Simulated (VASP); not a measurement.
Wanted: the native input for a VASP 6.6.1 run.

- Task: single point
- Functional: HSE06
- Potentials or basis: VASP PAW PBE potentials, release 64 (Li_sv, H)
- Cutoff: 520 eV
- k mesh: 6 × 6 × 6
- Occupations: fermi-dirac, width 0.02 eV
- Spin: no spin polarisation
- Dipole correction: no
- Grid for exact exchange (PRECFOCK): Normal
- Further INCAR settings: ALGO = Normal; EDIFF = 1e-07; NBANDS = 9
- Screening parameter: 0.2079 1/Å

Crystal: LiH.

```
CELL_PARAMETERS angstrom
2.49728 0.00000 0.00000
0.00000 2.49728 0.00000
0.00000 0.00000 2.49728
ATOMIC_POSITIONS crystal
Li 0.00000 0.00000 0.00000
H 0.50000 0.50000 0.50000
```

The input as run:

POSCAR

```
LiH
1.0
    2.4972755071      0.0000000000      0.0000000000
    0.0000000000      2.4972755071      0.0000000000
    0.0000000000      0.0000000000      2.4972755071
Li H
1 1
Direct
    0.0000000000      0.0000000000      0.0000000000
    0.5000000000      0.5000000000      0.5000000000
```

INCAR.step1

```
SYSTEM = LiH
PREC = Accurate ; ENCUT = 520
EDIFF = 1E-5 ; ISMEAR = -1
SIGMA = 0.02 ; LREAL = .False.
LASPH = .True. ; NELM = 100
ALGO = Normal ; ISIF = 2
LWAVE = .True. ; GGA = PE
NBANDS = 9
```

INCAR.step2

```
SYSTEM = LiH
PREC = Accurate ; ENCUT = 520
EDIFF = 1E-7 ; ISMEAR = -1
SIGMA = 0.02 ; LREAL = .False.
LASPH = .True. ; NELM = 100
ALGO = Normal ; ISIF = 2
LWAVE = .False. ; LCHARG = .True.
GGA = PE ; LHFCALC = .True.
HFSCREEN = 0.2079 ; PRECFOCK = Normal
LELF = .True. ; LVHAR = .True.
ISTART = 1 ; NBANDS = 9
```

KPOINTS

```
regular mesh
0
Gamma
  6 6 6
  0 0 0
```

Potentials or basis: VASP PAW PBE potentials, release 64 (Li_sv, H).

Command:

```console
$ cat potpaw_PBE.64/Li_sv/POTCAR potpaw_PBE.64/H/POTCAR > POTCAR
$ cp INCAR.step1 INCAR
$ mpirun -np 1 vasp_std > vasp.out
$ cp INCAR.step2 INCAR
$ mpirun -np 1 vasp_std > vasp.out
```

Results of the run:

* Band gap on the k mesh: 1.43 eV, indirect (least direct gap 5.27 eV)

Wall time 110 s on 1 thread of AMD EPYC 7R43 64-Core Processor (Zen 3), on a shared host, peak memory 0.18 GiB.
